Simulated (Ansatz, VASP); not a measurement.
# One calculation of Ta2Al5, two programs

```
CELL_PARAMETERS angstrom
0.00266 -0.00051 2.85710
3.55174 -5.94512 0.00394
3.47974 5.90000 0.00190
ATOMIC_POSITIONS crystal
Ta 0.49897 0.76051 0.34912
Ta 0.50103 0.23948 0.65087
Al 0.00084 0.35091 0.06348
Al 0.99916 0.64910 0.93652
Al 0.99923 0.94043 0.76269
Al 0.00079 0.05957 0.23731
Al 0.99999 0.50000 0.50000
```

Change from the starting cell: cell x1, atoms moved at random (sigma 0.1 Å) and cell strained at random (1.5 %), then relaxed without symmetry.

Alike in both runs: functional PBE; k mesh 8 × 4 × 4; occupations gaussian, width 0.2 eV; no spin polarisation.

Ansatz relaxed the structure, and its values are those at the end. VASP's run is a single point on that final structure, the one shown.

|  | VASP | Ansatz |
| --- | --- | --- |
| version | VASP 6.6.1 | Ansatz 0.2.0 |
| potentials or method | VASP PAW PBE potentials, release 64 (Ta_pv, Al), cutoff 520 eV | scalar-relativistic, plane waves, PAW |
| valence electrons in the cell | 37 | 41 |

```tsv
	VASP	Ansatz	Ansatz less VASP
gap on the k mesh at the Fermi level (eV)	none	none	-
pressure (GPa)	0.0	0.0	0.00
rms of the force components (eV/Å)	0.004	0.002	-0.0022
```

A gap of «none» marks a metal or a gap that the smearing closes. VASP's potentials hold 37 valence electrons a cell and Ansatz's 41, so a difference there can come from the potentials and not from the codes.

Neither program's run includes spin-orbit coupling.
